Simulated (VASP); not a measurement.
# AlN (F-43m) in VASP: further runs

AlN is run at these levels: PBE; tasks: single point.

Everything below comes from runs of VASP 6.6.1. Logs are shortened: lines on timing, memory, paths and dates and some standing lists are left out, and cuts for length are marked.

### 1 The cell of the first run

The structure is cubic, space group F-43m (No. 216). The conventional cell has a = 4.501 Å, b = 4.501 Å, c = 4.501 Å, α = 90.00°, β = 90.00°, γ = 90.00°. Al (site symmetry -43m) has 4 N at 1.95 Å within 2.6 Å. Within 2.6 Å of N (site symmetry -43m) lie 4 Al at 1.95 Å.

### 2 Single point, PBE (strain +3.0%)

INCAR reads:

```
SYSTEM = AlN
ALGO = Normal
EDIFF = 1E-6
ENCUT = 520
GGA = PE
ISIF = 2
ISMEAR = 0
LASPH = .TRUE.
LCHARG = .FALSE.
LREAL = .FALSE.
LWAVE = .FALSE.
NBANDS = 11
NELM = 80
PREC = Accurate
SIGMA = 0.01
```

KPOINTS reads:

```
k-points
0
G
  6 6 6
  0 0 0
```

POSCAR reads:

```
AlN
1.0
    0.0000000000      2.2504227048      2.2504227048
    2.2504227048      0.0000000000      2.2504227048
    2.2504227048      2.2504227048      0.0000000000
Al N
1 1
Direct
    0.0000000000      0.0000000000      0.0000000000
    0.2500000000      0.2500000000      0.2500000000
```

Potentials or basis: VASP PAW PBE potentials, release 64 (Al, N).

The run is started by

```
cat potpaw_PBE.64/Al/POTCAR potpaw_PBE.64/N/POTCAR > POTCAR
mpirun -np 1 vasp_std > vasp.out
```

OUTCAR:

```text
SYSTEM = AlN
   EDIFF = 1E-6
   ENCUT = 520
   GGA = PE
   ISIF = 2
   ISMEAR = 0
   LASPH = .TRUE.
   LREAL = .FALSE.
   NELM = 80
   PREC = Accurate

 ion  position               nearest neighbor table
   1  0.000  0.000  0.000-   2 1.95   2 1.95   2 1.95   2 1.95
   2  0.250  0.250  0.250-   1 1.95   1 1.95   1 1.95   1 1.95

  LATTYP: Found a face centered cubic cell.
 ALAT       =     4.5008454096

  Lattice vectors:

 A1 = (   0.0000000000,   2.2504227048,   2.2504227048)
 A2 = (   2.2504227048,   0.0000000000,   2.2504227048)
 A3 = (   2.2504227048,   2.2504227048,   0.0000000000)

Analysis of symmetry for initial positions (statically):
=====================================================================
 Subroutine PRICEL returns:
 Original cell was already a primitive cell.

 Routine SETGRP: Setting up the symmetry group for a
 face centered cubic supercell.

 Subroutine GETGRP returns: Found 24 space group operations
 (whereof 24 operations were pure point group operations)
 out of a pool of 48 trial point group operations.

The static configuration has the point symmetry T_d .

Analysis of symmetry for dynamics (positions and initial velocities):
=====================================================================
 Subroutine PRICEL returns:
 Original cell was already a primitive cell.

 Routine SETGRP: Setting up the symmetry group for a
 face centered cubic supercell.

 Subroutine GETGRP returns: Found 24 space group operations
 (whereof 24 operations were pure point group operations)
 out of a pool of 48 trial point group operations.

The dynamic configuration has the point symmetry T_d .

 Subroutine INISYM returns: Found 24 space group operations
 (whereof 24 operations are pure point group operations),
 and found     1 'primitive' translations

----------------------------------------------------------------------------------------

                                     Primitive cell

  volume of cell :      22.7941

  direct lattice vectors                    reciprocal lattice vectors
     0.000000000  2.250422705  2.250422705    -0.222180481  0.222180481  0.222180481
     2.250422705  0.000000000  2.250422705     0.222180481 -0.222180481  0.222180481
     2.250422705  2.250422705  0.000000000     0.222180481  0.222180481 -0.222180481

  length of vectors
     3.182578310  3.182578310  3.182578310     0.384827882  0.384827882  0.384827882

  position of ions in fractional coordinates (direct lattice)
     0.000000000  0.000000000  0.000000000
     0.250000000  0.250000000  0.250000000

  ion indices of the primitive-cell ions
   primitive index   ion index
                 1           1
                 2           2

----------------------------------------------------------------------------------------

 KPOINTS: k-points

Automatic generation of k-mesh.
 Grid dimensions read from file:
 generate k-points for:    6    6    6

 Generating k-lattice:

  Cartesian coordinates                     Fractional coordinates (reciprocal lattice)
    -0.037030080  0.037030080  0.037030080     0.166666667  0.000000000  0.000000000
     0.037030080 -0.037030080  0.037030080     0.000000000  0.166666667  0.000000000
     0.037030080  0.037030080 -0.037030080     0.000000000  0.000000000  0.166666667

  Length of vectors
     0.064137980  0.064137980  0.064137980

  Shift w.r.t. Gamma in fractional coordinates (k-lattice)
     0.000000000  0.000000000  0.000000000

 Subroutine IBZKPT returns following result:
 ===========================================

 Found     16 irreducible k-points:

 Following reciprocal coordinates:
            Coordinates               Weight
  0.000000  0.000000  0.000000      1.000000
  0.166667  0.000000  0.000000      8.000000
  0.333333  0.000000  0.000000      8.000000
  0.500000  0.000000  0.000000      4.000000
  0.166667  0.166667  0.000000      6.000000
  0.333333  0.166667  0.000000     24.000000
[... 8 lines left out ...]
 -0.333333  0.333333  0.166667     24.000000
 -0.333333  0.500000  0.166667     12.000000
   k-points           NKPTS =     16   k-points in BZ     NKDIM =     16   number of bands    NBANDS=     11
   number of dos      NEDOS =    301   number of ions     NIONS =      2
   total plane-waves  NPLWV =  13824
   dimension x,y,z NGX =    24 NGY =   24 NGZ =   24
   dimension x,y,z NGXF=    48 NGYF=   48 NGZF=   48
   ions per type =               1   1
   NGX,Y,Z   is equivalent  to a cutoff of  12.54, 12.54, 12.54 a.u.
   NGXF,Y,Z  is equivalent  to a cutoff of  25.07, 25.07, 25.07 a.u.
 SYSTEM =  AlN
   PREC   = accura    normal or accurate (medium, high low for compatibility)
   ISTART =      0    job   : 0-new  1-cont  2-samecut
   ICHARG =      2    charge: 1-file 2-atom 10-const
   ISPIN  =      1    spin polarized calculation?
   LNONCOLLINEAR =      F non collinear calculations
   LSORBIT =      F    spin-orbit coupling
   LASPH  =      T    aspherical Exc in radial PAW
   ENCUT  =  520.0 eV  38.22 Ry    6.18 a.u.   5.92  5.92  5.92*2*pi/ulx,y,z
   NELM   =     80;   NELMIN=  2; NELMDL= -5     # of ELM steps
   EDIFF  = 0.1E-05   stopping-criterion for ELM
   LREAL  =      F    real-space projection
   EDIFFG = 0.1E-04   stopping-criterion for IOM
   NSW    =      0    number of steps for IOM
   IBRION =     -1    ionic relax: 0-MD 1-quasi-New 2-CG
   NFREE  =      0    steps in history (QN), initial steepest desc. (CG)
   ISIF   =      2    stress and relaxation
   ISYM   =      2    0-nonsym 1-usesym 2-fastsym
   POTIM  = 0.5000    time-step for ionic-motion
   TEBEG  =    0.0;   TEEND  =   0.0 temperature during run
   PSTRESS=    0.0 pullay stress
   NELECT =       8.0000    total number of electrons
   NUPDOWN=      -1.0000    fix difference up-down
   EMIN   =  10.00;   EMAX   =-10.00  energy-range for DOS
   EFERMI =   0.00;   METHOD = LEGACY
   ISMEAR =     0;   SIGMA  =   0.01  broadening in eV -4-tet -1-fermi 0-gaus
   EFERMI_NEDOS =   21; number of points for ismear=-14 and -15
   IALGO  =     38    algorithm
   IMIX   =      4    mixing-type and parameters
     AMIX     =   0.40;   BMIX     =  1.00
     AMIX_MAG =   1.60;   BMIX_MAG =  1.00
  volume/ion in A,a.u.               =      11.40        76.91
  Fermi-wavevector in a.u.,A,eV,Ry     =   1.154775  2.182208 18.143443  1.333505
  Thomas-Fermi vector in A             =   2.291409
   LORBIT       =      0    0 simple, 1 ext, 2 COOP (PROOUT), +10 PAW based schemes
   GGA     = PE    functional components
   LHFCALC =     F    Hartree Fock is set to
   AEXX    =    0.0000 exact exchange contribution
   IVDW    =     0    specifies the selected vdW correction
   LEPSILON=     F    determine dielectric tensor
   LRPA    =     F    only Hartree local field effects (RPA)
 non-spin polarized calculation
 Gauss-broadening in eV      SIGMA  =   0.01
  energy-cutoff  :      520.00
  volume of cell :       22.79
 maximum number of plane-waves:       636
   NGX = 11   NGY = 11   NGZ = 11

 number of electron       8.0000002 magnetization

 Free energy of the ion-electron system (eV)
  ---------------------------------------------------
  ext. energy  EPLUGINS =         0.00000000
  ---------------------------------------------------
  free energy    TOTEN  =       -14.79052170 eV

  energy without entropy =      -14.79052170  energy(sigma->0) =      -14.79052170

 E-fermi :   5.2650     XC(G=0): -10.5470

 val. band max:        5.1548391499   @ k =   0.0000   0.0000   0.0000
 cond. band min:       8.4189968418   @ k =   0.5000   0.5000   0.0000
 fundamental gap:      3.2641576919
 Fermi energy:         5.2650415835

 k-point     1 :       0.0000    0.0000    0.0000
  band No.  band energies     occupation
      1      -9.3240      2.00000
      2       5.1548      2.00000
      3       5.1548      2.00000
      4       5.1548      2.00000
      5       8.5772      0.00000
      6      16.8481      0.00000
      7      16.8481      0.00000
      8      16.8481      0.00000
      9      22.1332      0.00000
     10      22.1332      0.00000
     11      23.3706      0.00000

 k-point     2 :       0.1667    0.0000    0.0000
  band No.  band energies     occupation
      1      -8.9681      2.00000
      2       3.3411      2.00000
      3       5.0255      2.00000
      4       5.0255      2.00000
      5      10.0271      0.00000
      6      15.9570      0.00000
      7      17.0280      0.00000
      8      17.0280      0.00000
      9      20.4102      0.00000
     10      20.4102      0.00000
     11      21.9804      0.00000

 k-point     3 :       0.3333    0.0000    0.0000
  band No.  band energies     occupation
      1      -8.0993      2.00000
      2       0.8397      2.00000
      3       4.7921      2.00000
      4       4.7921      2.00000
      5      11.3957      0.00000
      6      14.8335      0.00000
      7      16.2553      0.00000
      8      16.2553      0.00000
      9      21.4949      0.00000
     10      21.7758      0.00000
     11      21.7758      0.00000

 k-point     4 :       0.5000    0.0000    0.0000
  band No.  band energies     occupation
      1      -7.5305      2.00000
      2      -0.3347      2.00000
      3       4.6861      2.00000
      4       4.6861      2.00000
      5      11.7306      0.00000
      6      14.4132      0.00000
      7      15.7405      0.00000
      8      15.7405      0.00000
      9      22.0017      0.00000
     10      24.0687      0.00000
     11      24.0687      0.00000

 k-point     5 :       0.1667    0.1667    0.0000
  band No.  band energies     occupation
      1      -8.8508      2.00000
      2       3.4308      2.00000
      3       4.6658      2.00000
      4       4.6658      2.00000
      5      10.3644      0.00000
      6      15.4297      0.00000
      7      17.3426      0.00000
      8      17.5243      0.00000
      9      17.5243      0.00000
     10      22.9213      0.00000
     11      24.9696      0.00000
[... 99 lines left out ...]
 k-point    13 :       0.5000    0.5000    0.0000
  band No.  band energies     occupation
      1      -6.9753      2.00000
      2       0.5136      2.00000
      3       3.4764      2.00000
      4       3.4764      2.00000
      5       8.4190      0.00000
      6      13.2170      0.00000
      7      17.9610      0.00000
      8      19.7928      0.00000
      9      19.7928      0.00000
     10      26.7985      0.00000
     11      27.9960      0.00000

 k-point    14 :       0.5000    0.3333    0.1667
  band No.  band energies     occupation
      1      -7.4880      2.00000
      2       1.0475      2.00000
      3       2.9711      2.00000
      4       4.0012      2.00000
      5      11.2893      0.00000
      6      14.8228      0.00000
      7      15.1991      0.00000
      8      17.8177      0.00000
      9      19.9084      0.00000
     10      23.9794      0.00000
     11      26.9313      0.00000

 k-point    15 :      -0.3333    0.3333    0.1667
  band No.  band energies     occupation
      1      -7.0962      2.00000
      2       0.7924      2.00000
      3       2.3852      2.00000
      4       3.6075      2.00000
      5      11.4058      0.00000
      6      14.4377      0.00000
      7      16.2966      0.00000
      8      17.4116      0.00000
      9      20.8217      0.00000
     10      22.8142      0.00000
     11      27.6867      0.00000

 k-point    16 :      -0.3333    0.5000    0.1667
  band No.  band energies     occupation
      1      -6.9413      2.00000
      2       1.0501      2.00000
      3       2.5504      2.00000
      4       2.8257      2.00000
      5      10.2259      0.00000
      6      14.7968      0.00000
      7      17.1195      0.00000
      8      17.2280      0.00000
      9      20.5757      0.00000
     10      24.3524      0.00000
     11      27.9275      0.00000

------------------------ aborting loop because EDIFF is reached ----------------------------------------

  FORCE on cell =-STRESS in cart. coord.  units (eV):
  Direction    XX          YY          ZZ          XY          YZ          ZX
  --------------------------------------------------------------------------------------
  -------------------------------------------------------------------------------------
  Total       -1.6260326     -1.6260326     -1.6260326      0.0000000      0.0000000      0.0000000
  in kB     -114.2924465   -114.2924465   -114.2924465      0.0000000      0.0000000      0.0000000
  external PRESSURE =    -114.2924465 kB  Pullay stress =       0.0000000 kB

 VOLUME and BASIS-vectors are now :
 -----------------------------------------------------------------------------
  energy-cutoff  :      520.00
  volume of cell :       22.79
      direct lattice vectors                 reciprocal lattice vectors
     0.000000000  2.250422705  2.250422705    -0.222180481  0.222180481  0.222180481
     2.250422705  0.000000000  2.250422705     0.222180481 -0.222180481  0.222180481
     2.250422705  2.250422705  0.000000000     0.222180481  0.222180481 -0.222180481

 POSITION                                       TOTAL-FORCE (eV/Angst)
 -----------------------------------------------------------------------------------
      0.00000      0.00000      0.00000        -0.000000     -0.000000     -0.000000
      1.12521      1.12521      1.12521         0.000000      0.000000      0.000000
 -----------------------------------------------------------------------------------
    total drift:                               -0.000000     -0.000000     -0.000000

  FREE ENERGIE OF THE ION-ELECTRON SYSTEM (eV)
  ---------------------------------------------------
  free  energy   TOTEN  =       -14.7905216999 eV

  energy  without entropy=      -14.7905216999  energy(sigma->0) =      -14.79052170
```

Wall time 3.6 s (1 thread of Intel Xeon Platinum 8488C (Sapphire Rapids), shared host); peak memory 0.13 GiB.

What came out:

- Free energy: -14.7905 eV
- Pressure: -11.4 GPa
- Band gap on the k mesh: 3.26 eV, indirect (least direct gap 3.42 eV)

Levels at points of the mesh, in eV from the valence-band top:
```csv
k point,band 1,band 2,band 3,band 4,band 5,band 6,band 7,band 8,band 9
"(0.00, 0.00, 0.00)",-14.48,0.00,0.00,0.00,3.42,11.69,11.69,11.69,16.98
"(0.50, 0.00, 0.00)",-12.69,-5.49,-0.47,-0.47,6.58,9.26,10.59,10.59,16.85
"(0.50, 0.50, 0.00)",-12.13,-4.64,-1.68,-1.68,3.26,8.06,12.81,14.64,14.64
```

Caveat: the cell differs from its parent crystal (strain +3.0%).

(Continued in part 2 of 2.)
